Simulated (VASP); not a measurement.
# Re (C2/c) in VASP: notebook, part 2 of 2

VASP 6.6.1. The steps go on from the part before.

### Step 3. Single point, revPBE (14.47 Å³/atom)

This run uses another cell than the first one, of 14.47 Å³/atom.

Input file INCAR:

```
ALGO = Normal
EDIFF = 1E-6
ENCUT = 520
GGA = RE
ISIF = 2
ISMEAR = -1
LASPH = True
LCHARG = False
LREAL = False
LWAVE = False
NBANDS = 14
NELM = 100
PREC = Accurate
SIGMA = 0.1
```

Input file KPOINTS:

```
k-points
0
Gamma
  17 17 8
```

Input file POSCAR:

```
Re
1.0
   -1.8457090365      1.5165649144      1.3529196471
    1.5165649144     -1.8457090365      1.3529196471
    3.4178558077      3.4178558077     -1.9557477095
Re
2
Direct
    0.9583649146      0.0416350854      0.0000000000
    0.7916350854      0.2083649146      0.5000000000
```

Potentials or basis: VASP PAW PBE potentials, release 64 (Re).

Started as:

```console
> cat potpaw_PBE.64/Re/POTCAR > POTCAR
> mpirun -np 1 vasp_std > vasp.out
```

Wall time 3.1 min (1 thread of Intel Xeon Platinum 8559C (Emerald Rapids), shared host); peak memory 0.32 GiB.

The run converged. Its results:

| Property | Result |
| --- | --- |
| Free energy | -23.8538 eV |
| Pressure | 15.6 GPa |
| Band gap on the k mesh | zero (bands 7 and 8 overlap by 3.34 eV) |

Forces on the atoms (eV/Å):
```
Re   0.002 -0.002  0.000
Re  -0.002  0.002  0.000
```

Stress tensor (GPa, compression positive):
```
15.61 -0.03  0.02
-0.03 15.61  0.02
 0.02  0.02 15.47
```

Levels at points of the mesh, in eV from the Fermi level:
```
           k point  band 4  band 5  band 6  band 7  band 8  band 9  band 10  band 11
(0.00, 0.00, 0.00)   -1.63   -1.62   -0.77   -0.77    0.18    0.18     0.64     3.44
(0.00, 0.00, 0.50)   -2.43   -1.76   -1.76   -1.76   -1.76    2.61     2.61     2.61
```

Caveat: the cell stands under pressure; the PAW data sets were made with another functional, which shifts forces and pressure a little; spin-orbit coupling is left out, which moves the levels of the heavy elements.

### Step 4. Single point, revPBE (15.07 Å³/atom)

This run uses another cell than the first one, of 15.07 Å³/atom.

Input file INCAR:

```
PREC = Accurate ; ENCUT = 520
EDIFF = 1E-7 ; ISMEAR = -1
SIGMA = 0.1 ; LREAL = False
LASPH = True ; NELM = 80
ALGO = Normal ; ISIF = 2
LWAVE = False ; LCHARG = True
GGA = RE ; LELF = True
LVHAR = True ; NBANDS = 14
```

Input file KPOINTS:

```
regular mesh
0
Gamma
  17 17 8
```

Input file POSCAR:

```
Re
1.0
   -1.8709958642      1.5373423581      1.3714550962
    1.5373423581     -1.8709958642      1.3714550962
    3.4646815690      3.4646815690     -1.9825421036
Re
2
Direct
    0.9583649146      0.0416350854      0.0000000000
    0.7916350854      0.2083649146      0.5000000000
```

Started as:

```console
> cat potpaw_PBE.64/Re/POTCAR > POTCAR
> mpirun -np 1 vasp_std > vasp.out
```

Wall time 3.1 min (1 thread of Intel Xeon Platinum 8559C (Emerald Rapids), shared host); peak memory 0.36 GiB.

It converged, with:

* Free energy: -23.9089 eV
* Pressure: -0.6 GPa
* Band gap on the k mesh: zero (bands 7 and 8 overlap by 3.11 eV)

Stress tensor (GPa, compression positive):
```
-0.57 -0.09  0.01
-0.09 -0.57  0.01
 0.01  0.01 -0.63
```

Levels at points of the mesh, in eV from the Fermi level:
```
           k point  band 3  band 4  band 5  band 6  band 7  band 8  band 9  band 10  band 11  band 12
(0.00, 0.00, 0.00)   -1.52   -1.52   -1.52   -0.72   -0.71    0.18    0.18     0.56     3.25     3.25
(0.00, 0.00, 0.50)   -2.31   -2.31   -1.65   -1.65   -1.65   -1.65    2.45     2.45     2.46     2.46
```

Caveat: the PAW data sets were made with another functional, which shifts forces and pressure a little; spin-orbit coupling is left out, which moves the levels of the heavy elements.

### Step 5. Single point, revPBE (15.67 Å³/atom)

This run uses another cell than the first one, of 15.67 Å³/atom.

Input file INCAR:

```
SYSTEM = Re
PREC = Accurate ; ENCUT = 520
EDIFF = 1E-6 ; ISMEAR = -1
SIGMA = 0.1 ; LREAL = .False.
LASPH = .True. ; NELM = 60
ALGO = Normal ; ISIF = 2
LWAVE = .False. ; LCHARG = .False.
GGA = RE ; NBANDS = 14
```

Input file KPOINTS:

```
Automatic mesh
0
Gamma
  17 17 8
  0 0 0
```

Input file POSCAR:

```
Re
1.0
   -1.8956170543      1.5575728670      1.3895026277
    1.5575728670     -1.8956170543      1.3895026277
    3.5102747129      3.5102747129     -2.0086311758
Re
2
Direct
    0.9583649146      0.0416350854      0.0000000000
    0.7916350854      0.2083649146      0.5000000000
```

Potentials or basis: VASP PAW PBE potentials, release 64 (Re).

Started as:

```console
> cat potpaw_PBE.64/Re/POTCAR > POTCAR
> mpirun -np 1 vasp_std > vasp.out
```

OUTCAR:

```text
SYSTEM = Re
   PREC = Accurate
   ENCUT = 520
   EDIFF = 1E-6
   ISMEAR = -1
   LREAL = .False.
   LASPH = .True.
   NELM = 60
   ISIF = 2
   GGA = RE

 ion  position               nearest neighbor table
   1  0.958  0.042  0.000-   2 2.80   2 2.80   2 2.80   2 2.80   2 2.80   2 2.80
   2  0.792  0.208  0.500-   1 2.80   1 2.80   1 2.80   1 2.80   1 2.80   1 2.80

  Warning from LATTYP: Got some problem with cell dimensions!
  Tried to take original basis but could not verify dimensions!
  LATTYP: Found a base centered monoclinic cell.
 ALAT       =     2.8198258731
 B/A-ratio  =     1.7318615545
 C/A-ratio  =     1.6142398711
 COS(beta)  =    -0.0002987469

  Lattice vectors:

 A1 = (  -1.8956170543,   1.5575728670,   1.3895026277)
 A2 = (   1.5575728670,  -1.8956170543,   1.3895026277)
 A3 = (   3.1722305256,   3.1722305256,   0.7703740796)

Analysis of symmetry for initial positions (statically):
=====================================================================
 Subroutine PRICEL returns:
 Original cell was already a primitive cell.

 Routine SETGRP: Setting up the symmetry group for a
 base centered monoclinic supercell.
[... 183 lines left out ...]
      6       6.5156      1.99754
      7       6.5184      1.99747
      8       7.3640      0.28781
      9       7.3650      0.28533
     10       7.6826      0.01380
     11      10.2606      0.00000
     12      10.2638      0.00000
     13      16.3936      0.00000
     14      21.2061      0.00000
[... 377 lines left out ...]
      1      -1.8153      2.00000
      2       1.3786      2.00000
      3       5.0994      2.00000
      4       6.0644      1.99997
      5       6.1169      1.99995
      6       6.2080      1.99989
      7       6.5524      1.99645
      8       6.8094      1.95462
      9       7.0937      1.42996
     10       7.3892      0.23122
     11      10.4236      0.00000
     12      11.6285      0.00000
     13      16.5347      0.00000
     14      21.9137      0.00000

 [... further k-points ...]

------------------------ aborting loop because EDIFF is reached ----------------------------------------

  FORCE on cell =-STRESS in cart. coord.  units (eV):
  Direction    XX          YY          ZZ          XY          YZ          ZX
  --------------------------------------------------------------------------------------
  -------------------------------------------------------------------------------------
  Total       -2.6474757     -2.6474757     -2.6422271     -0.0304736     -0.0014965     -0.0014965
  in kB     -135.3394687   -135.3394687   -135.0711566     -1.5578187     -0.0765008     -0.0765014
  external PRESSURE =    -135.2500313 kB  Pullay stress =       0.0000000 kB

 VOLUME and BASIS-vectors are now :
 -----------------------------------------------------------------------------
  energy-cutoff  :      520.00
  volume of cell :       31.34
      direct lattice vectors                 reciprocal lattice vectors
    -1.895617054  1.557572867  1.389502628    -0.034138269  0.255449047  0.386761709
     1.557572867 -1.895617054  1.389502628     0.255449047 -0.034138269  0.386761709
     3.510274713  3.510274713 -2.008631176     0.153095257  0.153095257  0.037245674

 POSITION                                       TOTAL-FORCE (eV/Angst)
 -----------------------------------------------------------------------------------
     -1.75184      1.41380      1.38950        -0.000013      0.000013     -0.000000
      0.57904      2.59319      0.38519         0.000013     -0.000013      0.000000
 -----------------------------------------------------------------------------------
    total drift:                               -0.000000     -0.000000      0.000000

  FREE ENERGIE OF THE ION-ELECTRON SYSTEM (eV)
  ---------------------------------------------------
  free  energy   TOTEN  =       -23.8550856126 eV

  energy  without entropy=      -23.7963106734  energy(sigma->0) =      -23.82569814
```

Run time: 2.6 min. Hardware: 1 thread of Intel Xeon Platinum 8559C (Emerald Rapids), shared host; peak memory 0.36 GiB.

Results:

- Free energy: -23.8551 eV
- Pressure: -13.5 GPa
- Band gap on the k mesh: zero (bands 7 and 8 overlap by 2.91 eV)

Caveat: the cell stands under tension; the PAW data sets were made with another functional, which shifts forces and pressure a little; spin-orbit coupling is left out, which moves the levels of the heavy elements.

### Step 6. The runs side by side

```tsv
cell	gap on the mesh (eV)	pressure (GPa)
a = 2.707, b = 2.707, c = 5.141 Å, angles 105.3, 105.3, 120.0°, 2 atoms	none	35.7
a = 2.745, b = 2.745, c = 5.214 Å, angles 105.3, 105.3, 120.0°, 2 atoms	none	15.6
a = 2.783, b = 2.783, c = 5.286 Å, angles 105.3, 105.3, 120.0°, 2 atoms	none	-0.6
a = 2.820, b = 2.820, c = 5.355 Å, angles 105.3, 105.3, 120.0°, 2 atoms	none	-13.5
```

Alike in all rows: task single point; level revPBE; potentials or basis VASP PAW PBE potentials, release 64 (Re); no spin polarisation; k mesh 17 × 17 × 8; cutoff (eV) 520; smearing fermi-dirac 0.1 eV.

Caveats: the PAW data sets were made with another functional, which shifts forces and pressure a little; spin-orbit coupling is left out, which moves the levels of the heavy elements; the cell stands under pressure (at least some runs); the cell stands under tension (at least some runs).

Total energies depend on the potentials used, so only differences within one code and one set of settings carry meaning.
